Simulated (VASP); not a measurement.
A run of VASP 6.6.1:

File INCAR:

```
SYSTEM = MgS
  ALGO = Normal
  EDIFF = 1E-6
  EDIFFG = -0.005
  ENCUT = 600
  GGA = PS
  IBRION = 2
  ISIF = 3
  ISMEAR = -1
  LASPH = .TRUE.
  LCHARG = .FALSE.
  LREAL = .FALSE.
  LWAVE = .FALSE.
  NELM = 100
  NSW = 80
  PREC = Accurate
  PSTRESS = 200.0
  SIGMA = 0.05
```

KPOINTS

```
k-points
0
G
  9 9 9
  0 0 0
```

The input POSCAR:

```
MgS
1.0
    0.0000000000      2.6016500000      2.6016500000
    2.6016500000      0.0000000000      2.6016500000
    2.6016500000      2.6016500000      0.0000000000
S Mg
1 1
Direct
    0.5000000000      0.5000000000      0.5000000000
    0.0000000000      0.0000000000      0.0000000000
```

Potentials or basis: VASP PAW PBE potentials, release 64 (S, Mg).

The run is started by

```console
$ cat potpaw_PBE.64/S/POTCAR potpaw_PBE.64/Mg/POTCAR > POTCAR
$ mpirun -np 1 vasp_std > vasp.out
```

Hardware: 1 thread of Intel Xeon 6975P-C, with other jobs on the host.

Question: How long does it take, and how much memory?

Answer: Wall time 38 s on 1 thread of Intel Xeon 6975P-C (shared host), peak memory 0.18 GiB. Counts: scf iterations 49, k points 35, ion steps 7.
